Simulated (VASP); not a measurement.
# FeO (Pm-3m) in VASP: a series of runs

The runs below take FeO through single point, with PBEsol-based global hybrid with 25 % exact exchange, PBEsol-based screened hybrid with 25 % exact exchange.

Everything below comes from runs of VASP 6.6.1. Logs are shortened: lines on timing, memory, paths and dates and some standing lists are left out, and cuts for length are marked.

## (1) The cell of the first run

The structure is cubic, space group Pm-3m (No. 221). The conventional cell has a = 2.589 Å, b = 2.589 Å, c = 2.589 Å, α = 90.00°, β = 90.00°, γ = 90.00°. Fe (site symmetry m-3m) has 8 O at 2.24 Å and 6 Fe at 2.59 Å within 3.0 Å. Within 3.0 Å of O (site symmetry m-3m) lie 8 Fe at 2.24 Å and 6 O at 2.59 Å.

## (2) Single point, PBEsol-based global hybrid with 25 % exact exchange, collinear spin, ferromagnetic start

POSCAR reads:

```
FeO
1.0
    2.5888044636      0.0000000000      0.0000000000
    0.0000000000      2.5888044636      0.0000000000
    0.0000000000      0.0000000000      2.5888044636
Fe O
1 1
Direct
    0.0000000000      0.0000000000      0.0000000000
    0.5000000000      0.5000000000      0.5000000000
```

INCAR.step1 reads:

```
SYSTEM = FeO
ALGO = Normal
EDIFF = 1E-5
ENCUT = 520
GGA = PE
ISIF = 2
ISMEAR = -1
ISPIN = 2
LASPH = .TRUE.
LCHARG = .FALSE.
LMAXMIX = 4
LORBIT = 11
LREAL = .FALSE.
LWAVE = .TRUE.
MAGMOM = 3 0
NBANDS = 18
NELM = 150
PREC = Accurate
SIGMA = 0.05
```

INCAR.step2 reads:

```
SYSTEM = FeO
AEXX = 0.25
ALGO = Normal
EDIFF = 1E-6
ENCUT = 520
GGA = PS
ISIF = 2
ISMEAR = -1
ISPIN = 2
ISTART = 1
LASPH = .TRUE.
LCHARG = .FALSE.
LHFCALC = .TRUE.
LMAXMIX = 4
LORBIT = 11
LREAL = .FALSE.
LWAVE = .FALSE.
MAGMOM = 3 0
NBANDS = 18
NELM = 150
PREC = Accurate
PRECFOCK = Normal
SIGMA = 0.05
```

KPOINTS reads:

```
k-points
0
G
  5 5 5
  0 0 0
```

Potentials or basis: VASP PAW PBE potentials, release 64 (Fe, O).

Command:

```console
$ cat potpaw_PBE.64/Fe/POTCAR potpaw_PBE.64/O/POTCAR > POTCAR
$ cp INCAR.step1 INCAR
$ mpirun -np 1 vasp_std > vasp.out
$ cp INCAR.step2 INCAR
$ mpirun -np 1 vasp_std > vasp.out
```

OUTCAR:

```text
SYSTEM = FeO
   AEXX = 0.25
   EDIFF = 1E-6
   ENCUT = 520
   GGA = PS
   ISIF = 2
   ISMEAR = -1
   ISPIN = 2
   ISTART = 1
   LASPH = .TRUE.
   LHFCALC = .TRUE.
   LORBIT = 11
   LREAL = .FALSE.
   NELM = 150
   PREC = Accurate
   PRECFOCK = Normal

 ion  position               nearest neighbor table
   1  0.000  0.000  0.000-   2 2.24   2 2.24   2 2.24   2 2.24   2 2.24   2 2.24   2 2.24   2 2.24

   2  0.500  0.500  0.500-   1 2.24   1 2.24   1 2.24   1 2.24   1 2.24   1 2.24   1 2.24   1 2.24

  LATTYP: Found a simple cubic cell.
 ALAT       =     2.5888044636

  Lattice vectors:

 A1 = (   2.5888044636,   0.0000000000,   0.0000000000)
 A2 = (   0.0000000000,   2.5888044636,   0.0000000000)
 A3 = (   0.0000000000,   0.0000000000,   2.5888044636)

Analysis of symmetry for initial positions (statically):
=====================================================================
 Subroutine PRICEL returns:
 Original cell was already a primitive cell.

 Routine SETGRP: Setting up the symmetry group for a
 simple cubic supercell.

 Subroutine GETGRP returns: Found 48 space group operations
 (whereof 48 operations were pure point group operations)
 out of a pool of 48 trial point group operations.

The static configuration has the point symmetry O_h .

Analysis of symmetry for dynamics (positions and initial velocities):
=====================================================================
 Subroutine PRICEL returns:
 Original cell was already a primitive cell.

 Routine SETGRP: Setting up the symmetry group for a
 simple cubic supercell.

 Subroutine GETGRP returns: Found 48 space group operations
 (whereof 48 operations were pure point group operations)
 out of a pool of 48 trial point group operations.

The dynamic configuration has the point symmetry O_h .

Analysis of structural, dynamic, and magnetic symmetry:
=====================================================================
 Subroutine PRICEL returns:
 Original cell was already a primitive cell.

 Routine SETGRP: Setting up the symmetry group for a
 simple cubic supercell.

 Subroutine GETGRP returns: Found 48 space group operations
 (whereof 48 operations were pure point group operations)
 out of a pool of 48 trial point group operations.

The overall configuration has the point symmetry O_h .

 Subroutine INISYM returns: Found 48 space group operations
 (whereof 48 operations are pure point group operations),
 and found     1 'primitive' translations

[... 113 lines left out ...]
   HFSCREENC=   0.0000 screening length for correlation (either q_TF or 0.3 A-1)
   ENCUTFOCK=  -1.0 apply spherical cutoff to Coloumb kernel
   IVDW    =     0    specifies the selected vdW correction
   LEPSILON=     F    determine dielectric tensor
   LRPA    =     F    only Hartree local field effects (RPA)
 spin polarized calculation
  energy-cutoff  :      520.00
  volume of cell :       17.35
 maximum number of plane-waves:       479
 NGX is ok and might be reduce to    20
  NGX = 16; NGY = 16; NGZ = 16

 number of electron      13.9999998 magnetization       4.0000071

 Free energy of the ion-electron system (eV)
  ---------------------------------------------------
  ext. energy  EPLUGINS =         0.00000000
  ---------------------------------------------------
  free energy    TOTEN  =       -22.95405991 eV

  energy without entropy =      -22.95285161  energy(sigma->0) =      -22.95345576

 E-fermi :   6.7239     XC(G=0): -10.4366

 val. band max:        6.0177409392   @ k =   0.2000   0.2000   0.2000
 cond. band min:       6.8212107757   @ k =   0.2000   0.2000   0.2000
 fundamental gap:      0.8034698365
 Fermi energy:         6.7238732894

 spin component 1

 k-point     1 :       0.0000    0.0000    0.0000
  band No.  band energies     occupation
      1     -16.9597      1.00000
      2      -0.9362      1.00000
      3      -0.8484      1.00000
      4       1.0544      1.00000
      5       1.0544      1.00000
      6       1.0886      1.00000
[... 186 lines left out ...]
      4      -2.6830      1.00000
      5       1.8976      1.00000
      6       1.9919      1.00000
[... 10 lines left out ...]
     17      45.1349      0.00000
     18      47.6273      0.00000
 Fermi energy:         6.7238732894

 spin component 2

 k-point     1 :       0.0000    0.0000    0.0000
  band No.  band energies     occupation
      1     -16.2162      1.00000
      2       3.4136      1.00000
      3       3.4137      1.00000
      4       3.4332      1.00000
      5       3.6328      1.00000
      6       3.8291      1.00000
[... 187 lines left out ...]
      5       8.8977      0.00000
      6       9.0329      0.00000
[... 10 lines left out ...]
     17      45.8091      0.00000
     18      48.0344      0.00000

------------------------ aborting loop because EDIFF is reached ----------------------------------------

  FORCE on cell =-STRESS in cart. coord.  units (eV):
  Direction    XX          YY          ZZ          XY          YZ          ZX
  --------------------------------------------------------------------------------------
  -------------------------------------------------------------------------------------
  Total        0.0703482      0.0703482      0.0703482      0.0000000     -0.0000000      0.0000000
  in kB        6.4962936      6.4962936      6.4962936      0.0000000     -0.0000000      0.0000000
  external PRESSURE =       6.4962936 kB  Pullay stress =       0.0000000 kB

 VOLUME and BASIS-vectors are now :
 -----------------------------------------------------------------------------
  energy-cutoff  :      520.00
  volume of cell :       17.35
      direct lattice vectors                 reciprocal lattice vectors
     2.588804464  0.000000000  0.000000000     0.386278691  0.000000000  0.000000000
     0.000000000  2.588804464  0.000000000     0.000000000  0.386278691  0.000000000
     0.000000000  0.000000000  2.588804464     0.000000000  0.000000000  0.386278691

 POSITION                                       TOTAL-FORCE (eV/Angst)
 -----------------------------------------------------------------------------------
      0.00000      0.00000      0.00000         0.000000      0.000000      0.000000
      1.29440      1.29440      1.29440         0.000000      0.000000      0.000000
 -----------------------------------------------------------------------------------
    total drift:                               -0.000000     -0.000000     -0.000000

  FREE ENERGIE OF THE ION-ELECTRON SYSTEM (eV)
  ---------------------------------------------------
  free  energy   TOTEN  =       -22.9540599053 eV

  energy  without entropy=      -22.9528516074  energy(sigma->0) =      -22.95345576

 total charge

# of ion       s       p       d       tot
------------------------------------------
    1        0.310   0.409   6.104   6.822
    2        1.563   3.462   0.000   5.025
--------------------------------------------------
tot          1.873   3.871   6.104  11.847

 magnetization (x)

# of ion       s       p       d       tot
------------------------------------------
    1       -0.009  -0.002   3.616   3.605
    2        0.028   0.301   0.000   0.329
--------------------------------------------------
tot          0.019   0.299   3.616   3.934
```

OUTCAR.step1:

```text
SYSTEM = FeO
   EDIFF = 1E-5
   ENCUT = 520
   GGA = PE
   ISIF = 2
   ISMEAR = -1
   ISPIN = 2
   LASPH = .TRUE.
   LORBIT = 11
   LREAL = .FALSE.
   NELM = 150
   PREC = Accurate

 ion  position               nearest neighbor table
[... 651 lines left out ...]

# of ion       s       p       d       tot
------------------------------------------
    1        0.310   0.396   6.164   6.870
    2        1.570   3.416   0.000   4.986
--------------------------------------------------
tot          1.880   3.812   6.164  11.856

 magnetization (x)

# of ion       s       p       d       tot
------------------------------------------
    1        0.007   0.018   3.416   3.441
    2        0.030   0.326   0.000   0.355
--------------------------------------------------
tot          0.037   0.344   3.416   3.796
```

Run time: 17 min. Hardware: 1 thread of Intel Xeon Platinum 8259CL at 2.50GHz (Skylake/Cascade Lake), shared host; peak memory 0.14 GiB.

Results:

| Property | Result |
| --- | --- |
| Free energy | -22.9541 eV |
| Pressure | 0.6 GPa |
| Band gap on the k mesh | zero (filled and empty bands overlap) |
| Net moment | 4.00 μB per cell |
| Site moments | Fe +3.60; O +0.33 μB |
| Valence electrons inside the program's atomic spheres | Fe 6.82; O 5.03 |

Caveat: the k points lie up to 0.49 Å⁻¹ apart, too coarse for converged energies and pressures of a metal; the PAW data sets were made with another functional, which shifts forces and pressure a little; a cell with one magnetic atom can't hold antiferromagnetic order, which such compounds often take.

## (3) Single point, PBEsol-based screened hybrid with 25 % exact exchange, collinear spin, ferromagnetic start

POSCAR reads:

```
FeO
1.0
    2.5897872600      0.0000000000      0.0000000000
    0.0000000000      2.5897872600      0.0000000000
    0.0000000000      0.0000000000      2.5897872600
Fe O
1 1
Direct
    0.0000000000      0.0000000000      0.0000000000
    0.5000000000      0.5000000000      0.5000000000
```

INCAR.step1 reads:

```
SYSTEM = FeO
PREC = Accurate
ENCUT = 520
EDIFF = 1E-5
ISMEAR = -1
SIGMA = 0.05
LREAL = .False.
LASPH = .True.
NELM = 150
ALGO = Normal
ISIF = 2
LWAVE = .True.
LCHARG = .False.
ISPIN = 2
MAGMOM = 3 0
LORBIT = 11
LMAXMIX = 4
NBANDS = 18
GGA = PE
```

INCAR.step2 reads:

```
SYSTEM = FeO
PREC = Accurate
ENCUT = 520
EDIFF = 1E-6
ISMEAR = -1
SIGMA = 0.05
LREAL = .False.
LASPH = .True.
NELM = 150
ALGO = Normal
ISIF = 2
LWAVE = .False.
LCHARG = .False.
ISPIN = 2
MAGMOM = 3 0
LORBIT = 11
LMAXMIX = 4
GGA = PS
LHFCALC = .True.
AEXX = 0.25
HFSCREEN = 0.207
PRECFOCK = Normal
NBANDS = 18
ISTART = 1
```

KPOINTS reads:

```
Automatic mesh
0
Gamma
  5 5 5
  0 0 0
```

Potentials or basis: VASP PAW PBE potentials, release 64 (Fe, O).

Command:

```console
$ cat potpaw_PBE.64/Fe/POTCAR potpaw_PBE.64/O/POTCAR > POTCAR
$ cp INCAR.step1 INCAR
$ mpirun -np 1 vasp_std > vasp.out
$ cp INCAR.step2 INCAR
$ mpirun -np 1 vasp_std > vasp.out
```

Run time: 24 min. Hardware: 1 thread of Intel Xeon Platinum 8259CL at 2.50GHz (Skylake/Cascade Lake), shared host; peak memory 0.24 GiB.

It converged, with:

| Quantity | Value |
| --- | --- |
| Free energy | -21.3154 eV |
| Pressure | 0.8 GPa |
| Band gap on the k mesh | zero (filled and empty bands overlap) |
| Net moment | 4.00 μB per cell |
| Site moments | Fe +3.60; O +0.33 μB |
| Valence electrons inside the program's atomic spheres | Fe 6.82; O 5.03 |

Levels at points of the mesh, in eV from the Fermi level:
Spin up:
| k point | band 6 | band 7 | band 8 | band 9 | band 10 | band 11 | band 12 | band 13 |
| --- | --- | --- | --- | --- | --- | --- | --- | --- |
| (0.00, 0.00, 0.00) | -4.99 | -3.74 | -3.73 | -3.73 | 1.85 | 16.45 | 16.47 | 22.26 |
Spin down:
```csv
k point,band 1,band 2,band 3,band 4,band 5,band 6,band 7,band 8,band 9,band 10
"(0.00, 0.00, 0.00)",-22.27,-2.68,-2.68,-2.66,-2.42,-2.27,2.86,3.95,3.95,3.99
```

Caveat: the k points lie up to 0.49 Å⁻¹ apart, too coarse for converged energies and pressures of a metal; the PAW data sets were made with another functional, which shifts forces and pressure a little; a cell with one magnetic atom can't hold antiferromagnetic order, which such compounds often take.

## (4) Single point, PBEsol-based global hybrid with 25 % exact exchange, collinear spin, ferromagnetic start

This run uses another cell than the first one, of 8.92 Å³/atom.

POSCAR reads:

```
FeO
1.0
    2.6124696300      0.0000000000      0.0000000000
    0.0000000000      2.6124696300      0.0000000000
    0.0000000000      0.0000000000      2.6124696300
Fe O
1 1
Direct
    0.0000000000      0.0000000000      0.0000000000
    0.5000000000      0.5000000000      0.5000000000
```

INCAR.step1 reads:

```
ALGO = Normal ; EDIFF = 1E-5
ENCUT = 520 ; GGA = PE
ISIF = 2 ; ISMEAR = -1
ISPIN = 2 ; LASPH = True
LCHARG = False ; LMAXMIX = 4
LORBIT = 11 ; LREAL = False
LWAVE = True ; MAGMOM = 3 0
NBANDS = 18 ; NELM = 150
PREC = Accurate ; SIGMA = 0.05
```

INCAR.step2 reads:

```
AEXX = 0.25 ; ALGO = Normal
EDIFF = 1E-7 ; ENCUT = 520
GGA = PS ; ISIF = 2
ISMEAR = -1 ; ISPIN = 2
ISTART = 1 ; LASPH = True
LCHARG = False ; LHFCALC = True
LMAXMIX = 4 ; LORBIT = 11
LREAL = False ; LWAVE = False
MAGMOM = 3 0 ; NBANDS = 18
NELM = 150 ; PREC = Accurate
PRECFOCK = Normal ; SIGMA = 0.05
```

KPOINTS reads:

```
k-points
0
Gamma
  5 5 5
```

Command:

```console
$ cat potpaw_PBE.64/Fe/POTCAR potpaw_PBE.64/O/POTCAR > POTCAR
$ cp INCAR.step1 INCAR
$ mpirun -np 1 vasp_std > vasp.out
$ cp INCAR.step2 INCAR
$ mpirun -np 1 vasp_std > vasp.out
```

Run time: 33 min. Hardware: 1 thread of Intel Xeon Platinum 8259CL at 2.50GHz (Skylake/Cascade Lake), shared host; peak memory 0.14 GiB.

It converged, with:

```yaml
Free_energy: -22.9466 eV
Pressure: -5.8 GPa
Band_gap_on_the_k_mesh: zero (filled and empty bands overlap)
Net_moment: 4.00 μB per cell
Site_moments: Fe +3.61; O +0.32 μB
Valence_electrons_inside_the_program's_atomic_spheres: Fe 6.77; O 5.01
```

Levels at points of the mesh, in eV from the Fermi level:
Spin up:
```csv
k point,band 6,band 7,band 8,band 9,band 10,band 11,band 12,band 13
"(0.00, 0.00, 0.00)",-5.70,-4.29,-4.29,-4.29,1.75,16.39,16.42,21.95
```
Spin down:
```csv
k point,band 1,band 2,band 3,band 4,band 5,band 6,band 7,band 8,band 9,band 10
"(0.00, 0.00, 0.00)",-22.70,-3.25,-3.25,-3.23,-3.00,-2.81,2.73,4.06,4.06,4.12
```

Caveat: the k points lie up to 0.48 Å⁻¹ apart, too coarse for converged energies and pressures of a metal; the PAW data sets were made with another functional, which shifts forces and pressure a little; a cell with one magnetic atom can't hold antiferromagnetic order, which such compounds often take.

## (5) Summary

```csv
level,cell,screening parameter,gap on the mesh (eV),pressure (GPa),moment (μB)
PBEsol-based global hybrid with 25 % exact exchange,"a = 2.589 Å, 2 atoms",-,none,0.6,4.00
PBEsol-based screened hybrid with 25 % exact exchange,"a = 2.590 Å, 2 atoms",0.207 1/Å,none,0.8,4.00
PBEsol-based global hybrid with 25 % exact exchange,"a = 2.612 Å, 2 atoms",-,none,-5.8,4.00
```

Alike in all rows: task single point; potentials or basis VASP PAW PBE potentials, release 64 (Fe, O); spin collinear, ferromagnetic start; k mesh 5 × 5 × 5; cutoff (eV) 520; smearing fermi-dirac 0.05 eV.

Caveats: all runs use coarse meshes; the PAW data sets were made with another functional, which shifts forces and pressure a little; a cell with one magnetic atom can't hold antiferromagnetic order, which such compounds often take.

Total energies depend on the potentials used, so only differences within one code and one set of settings carry meaning.

The gap in the log of VASP goes by the Fermi energy; the results here count the filled bands.